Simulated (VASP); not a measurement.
Wanted: the native input for a VASP 6.6.1 run.

```
Task                   : single point
Functional             : r2SCAN
Potentials or basis    : VASP PAW PBE potentials, release 64 (Na_pv, F)
Cutoff                 : 520 eV
k mesh                 : 10 × 10 × 10
Occupations            : gaussian, width 0.01 eV
Spin                   : no spin polarisation
Dipole correction      : no
Further INCAR settings : ALGO = Normal; EDIFF = 1e-06; NBANDS = 14
```

NaF (Villiaumite):

```
CELL_PARAMETERS angstrom
0.00000 2.16515 2.16515
2.16515 0.00000 2.16515
2.16515 2.16515 0.00000
ATOMIC_POSITIONS crystal
Na 0.00000 0.00000 0.00000
F 0.50000 0.50000 0.50000
```

This cell differs from its parent crystal: strain -5.8%.

These files were run (other wordings do the same):

POSCAR

```
NaF
1.0
    0.0000000000      2.1651503900      2.1651503900
    2.1651503900      0.0000000000      2.1651503900
    2.1651503900      2.1651503900      0.0000000000
Na F
1 1
Direct
    0.0000000000      0.0000000000      0.0000000000
    0.5000000000      0.5000000000      0.5000000000
```

INCAR.step1

```
  ALGO = Normal
  EDIFF = 1E-4
  ENCUT = 520
  GGA = PE
  ISMEAR = 0
  LASPH = True
  LCHARG = False
  LREAL = False
  LWAVE = True
  NBANDS = 14
  NELM = 60
  PREC = Accurate
  SIGMA = 0.01
```

INCAR.step2

```
  ALGO = Normal
  EDIFF = 1E-6
  ENCUT = 520
  ISIF = 2
  ISMEAR = 0
  ISTART = 1
  LASPH = True
  LCHARG = False
  LMIXTAU = True
  LREAL = False
  LWAVE = False
  METAGGA = R2SCAN
  NBANDS = 14
  NELM = 60
  PREC = Accurate
  SIGMA = 0.01
```

KPOINTS

```
k-points
0
Gamma
  10 10 10
```

Potentials or basis: VASP PAW PBE potentials, release 64 (Na_pv, F).

The run is started by

```sh
$ cat potpaw_PBE.64/Na_pv/POTCAR potpaw_PBE.64/F/POTCAR > POTCAR
$ cp INCAR.step1 INCAR
$ mpirun -np 1 vasp_std > vasp.out
$ cp INCAR.step2 INCAR
$ mpirun -np 1 vasp_std > vasp.out
```

Results of the run:

```json
{
  "Pressure": "14.3 GPa",
  "Band gap on the k mesh": "8.49 eV, direct"
}
```

Caveat: the cell differs from its parent crystal (strain -5.8%); the PAW data sets were made with another functional, which shifts forces and pressure a little.

It took 16 s on 1 thread of Intel(R) Xeon(R) 6975P-C (Granite Rapids), with other jobs on the host, peak memory 0.14 GiB.
